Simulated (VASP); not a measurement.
# Ta3N (P-3m1) in VASP: further runs, part 2 of 2

VASP 6.6.1. Earlier steps stand in the parts before.

**3. Relaxation of the atoms, PBEsol**

This run uses another cell than the first one, of 15.13 Å³/atom, 1.010 times its volume.

The input, INCAR:

```
ALGO = Normal ; EDIFF = 1E-6
EDIFFG = -0.01 ; ENCUT = 520
GGA = PS ; IBRION = 2
ISIF = 2 ; ISMEAR = -1
LASPH = T ; LCHARG = F
LREAL = F ; LWAVE = F
NELM = 100 ; NSW = 60
PREC = Accurate ; SIGMA = 0.05
```

The input, KPOINTS:

```
k-points
0
Gamma
  8 8 3
```

The input, POSCAR:

```
Ta3N
1.0
    3.0322239879      0.0000000000      0.0000000000
   -1.5161119940      2.6259830035      0.0000000000
    0.0000000000      0.0000000000      7.5993783700
Ta N
3 1
Direct
    0.6666666667      0.3333333333      0.8260700000
    0.3333333333      0.6666666667      0.1739300000
    0.0000000000      0.0000000000      0.5000000000
    0.0000000000      0.0000000000      0.0000000000
```

Potentials or basis: VASP PAW PBE potentials, release 64 (Ta_pv, N).

Launch:

```
$ cat potpaw_PBE.64/Ta_pv/POTCAR potpaw_PBE.64/N/POTCAR > POTCAR
$ mpirun -np 1 vasp_std > vasp.out
```

OUTCAR:

```text
EDIFF = 1E-6
   EDIFFG = -0.01
   ENCUT = 520
   GGA = PS
   IBRION = 2
   ISIF = 2
   ISMEAR = -1
   LASPH = T
   LREAL = F
   NELM = 100
   NSW = 60
   PREC = Accurate

 ion  position               nearest neighbor table
   1  0.667  0.333  0.826-   4 2.19   4 2.19   4 2.19   3 3.03   3 3.03   3 3.03   2 3.17   2 3.17
                             2 3.17
   2  0.333  0.667  0.174-   4 2.19   4 2.19   4 2.19   3 3.03   3 3.03   3 3.03   1 3.17   1 3.17
                             1 3.17
   3  0.000  0.000  0.500-   1 3.03   2 3.03   1 3.03   2 3.03   1 3.03   2 3.03
   4  0.000  0.000  0.000-   1 2.19   2 2.19   1 2.19   2 2.19   1 2.19   2 2.19

  LATTYP: Found a hexagonal cell.
 ALAT       =     3.0322239879
 C/A-ratio  =     2.5062061379

  Lattice vectors:

 A1 = (   3.0322239879,   0.0000000000,   0.0000000000)
 A2 = (  -1.5161119940,   2.6259830035,   0.0000000000)
 A3 = (   0.0000000000,   0.0000000000,   7.5993783700)

Analysis of symmetry for initial positions (statically):
=====================================================================
 Subroutine PRICEL returns:
 Original cell was already a primitive cell.
[... 175 lines left out ...]

------------------------ aborting loop because EDIFF is reached ----------------------------------------

  FORCE on cell =-STRESS in cart. coord.  units (eV):
  Direction    XX          YY          ZZ          XY          YZ          ZX
  --------------------------------------------------------------------------------------
  -------------------------------------------------------------------------------------
  Total       -3.6971768     -3.6971768     -4.1405729      0.0000000     -0.0000000      0.0000000
  in kB      -97.8925277    -97.8925277   -109.6326120      0.0000000     -0.0000000      0.0000000
  external PRESSURE =    -101.8058891 kB  Pullay stress =       0.0000000 kB
[... 63 lines left out ...]
--------------------------------------- Ionic step        3  -------------------------------------------

 number of electron      38.0000002 magnetization

 Free energy of the ion-electron system (eV)
  ---------------------------------------------------
  ext. energy  EPLUGINS =         0.00000000
  ---------------------------------------------------
  free energy    TOTEN  =       -48.37228588 eV

  energy without entropy =      -48.35269281  energy(sigma->0) =      -48.36248935

 E-fermi :   6.3924     XC(G=0): -12.7540

 val. band max:        6.3874670709   @ k =   0.1250   0.0000   0.3333
 cond. band min:       6.4958301990   @ k =   0.0000   0.1250   0.3333
 fundamental gap:      0.1083631281
 Fermi energy:         6.3923850324

 k-point     1 :       0.0000    0.0000    0.0000
  band No.  band energies     occupation
      1     -28.7792      2.00000
      2     -28.4470      2.00000
      3     -28.1551      2.00000
      4     -28.1551      2.00000
      5     -28.1229      2.00000
      6     -28.1229      2.00000
[... 613 lines left out ...]
     22       8.9703      0.00000
     23       9.6907      0.00000

 [... further k-points ...]
[... 5 lines left out ...]
  --------------------------------------------------------------------------------------
  -------------------------------------------------------------------------------------
  Total       -3.2849735     -3.2849735     -4.1565709      0.0000000      0.0000000      0.0000000
  in kB      -86.9783555    -86.9783555   -110.0562021      0.0000000      0.0000000      0.0000000
  external PRESSURE =     -94.6709710 kB  Pullay stress =       0.0000000 kB
[... 19 lines left out ...]
  FREE ENERGIE OF THE ION-ELECTRON SYSTEM (eV)
  ---------------------------------------------------
  free  energy   TOTEN  =       -48.3722858792 eV

  energy  without entropy=      -48.3526928137  energy(sigma->0) =      -48.36248935

 reached required accuracy - stopping structural energy minimisation
```

Run time: 51 s. Hardware: 1 thread of AMD EPYC 9R45 (Zen 5), shared host; peak memory 0.17 GiB.

Results:

```yaml
Free_energy: -48.3723 eV
Energy_gained_by_relaxing: 1.9 meV/atom
Ionic_steps: 3
Pressure_after_relaxing: -9.5 GPa
Band_gap_on_the_k_mesh: zero (band 19 reaches 6.67 eV, above the bottom of band 20 at 6.20 eV)
```

Step by step:
```csv
step,energy change (eV),largest force (eV/Å),pressure (GPa)
1,0.0000,0.3489,-10.18
2,-0.0073,0.0750,-9.62
3,-0.0076,0.0003,-9.47
```

Final structure:
```cif
data_structure
_symmetry_space_group_name_H-M 'P 1'
_symmetry_Int_Tables_number 1
_cell_length_a 3.0322
_cell_length_b 3.0322
_cell_length_c 7.5994
_cell_angle_alpha 90.000
_cell_angle_beta 90.000
_cell_angle_gamma 120.000
_cell_volume 60.51
loop_
_atom_site_label
_atom_site_type_symbol
_atom_site_fract_x
_atom_site_fract_y
_atom_site_fract_z
_atom_site_occupancy
Ta1 Ta 0.66667 0.33333 0.82884 1
Ta2 Ta 0.33333 0.66667 0.17116 1
Ta3 Ta 0.00000 0.00000 0.50000 1
N1 N 0.00000 0.00000 0.00000 1
```

Caveat: the PAW data sets were made with another functional, which shifts forces and pressure a little; spin-orbit coupling is left out, which moves the levels of the heavy elements.

**4. Relaxation of the atoms, PBEsol**

This run uses another cell than the first one, of 15.28 Å³/atom, 1.020 times its volume.

The input, INCAR:

```
SYSTEM = Ta3N
PREC = Accurate
ENCUT = 520
EDIFF = 1E-6
ISMEAR = -1
SIGMA = 0.05
LREAL = .FALSE.
LASPH = .TRUE.
NELM = 100
ALGO = Normal
ISIF = 2
LWAVE = .FALSE.
LCHARG = .FALSE.
GGA = PS
IBRION = 2
NSW = 60
EDIFFG = -0.01
```

The input, KPOINTS:

```
regular mesh
0
G
  8 8 3
  0 0 0
```

Changes to POSCAR since step 3:

```diff
@@ -4,3 +4,3 @@
    -1.5161119940      2.6259830035      0.0000000000
-    0.0000000000      0.0000000000      7.5993783700
+    0.0000000000      0.0000000000      7.6746197400
 Ta N
```

Launch:

```
$ cat potpaw_PBE.64/Ta_pv/POTCAR potpaw_PBE.64/N/POTCAR > POTCAR
$ mpirun -np 1 vasp_std > vasp.out
```

Wall time 67 s (1 thread of Intel Xeon Platinum 8259CL at 2.50GHz (Skylake/Cascade Lake), shared host); peak memory 0.2 GiB.

The run converged. Its results:

```yaml
Free_energy: -48.3256 eV
Energy_gained_by_relaxing: 1.8 meV/atom
Ionic_steps: 3
Pressure_after_relaxing: -11.6 GPa
Band_gap_on_the_k_mesh: zero (band 19 reaches 6.55 eV, above the bottom of band 20 at 6.08 eV)
```

Stress tensor (GPa, compression positive):
```
-10.32   0.00   0.00
  0.00 -10.32   0.00
  0.00   0.00 -14.08
```

The path:
```csv
step,energy change (eV),largest force (eV/Å),pressure (GPa)
1,0.0000,0.3144,-12.31
2,-0.0064,0.1027,-11.81
3,-0.0071,0.0011,-11.57
```

Final structure:
```xyz
4
Lattice="3.0322 0.0000 0.0000 -1.5161 2.6260 0.0000 0.0000 0.0000 7.6746" Properties=species:S:1:pos:R:3 pbc="T T T"
Ta    1.5161    0.8753    6.3616
Ta    0.0000    1.7507    1.3130
Ta    0.0000    0.0000    3.8373
N     0.0000    0.0000    0.0000
```

Levels at points of the mesh, in eV from the Fermi level:
```csv
k point,band 15,band 16,band 17,band 18,band 19,band 20,band 21,band 22,band 23
"(0.00, 0.00, 0.00)",-3.53,-1.55,-0.53,-0.44,-0.44,0.38,0.38,0.90,1.82
"(0.50, 0.00, 0.00)",-3.67,-3.01,-1.13,-0.59,0.14,0.84,0.85,3.49,3.76
```

Caveat: the PAW data sets were made with another functional, which shifts forces and pressure a little; spin-orbit coupling is left out, which moves the levels of the heavy elements.

**5. Summary**

| cell | gap on the mesh (eV) | pressure (GPa) |
| --- | --- | --- |
| atoms relaxed from a = 3.032, b = 3.032, c = 7.524 Å, angles 90.0, 90.0, 120.0°, 4 atoms | none | -7.2 |
| atoms relaxed from a = 3.032, b = 3.032, c = 7.599 Å, angles 90.0, 90.0, 120.0°, 4 atoms | none | -9.5 |
| atoms relaxed from a = 3.032, b = 3.032, c = 7.675 Å, angles 90.0, 90.0, 120.0°, 4 atoms | none | -11.6 |

Alike in all rows: task relaxation of the atoms; level PBEsol; potentials or basis VASP PAW PBE potentials, release 64 (Ta_pv, N); no spin polarisation; k mesh 8 × 8 × 3; cutoff (eV) 520; smearing fermi-dirac 0.05 eV.

Caveats: the PAW data sets were made with another functional, which shifts forces and pressure a little; spin-orbit coupling is left out, which moves the levels of the heavy elements.

Absolute energies hang on the potentials; compare differences alone.
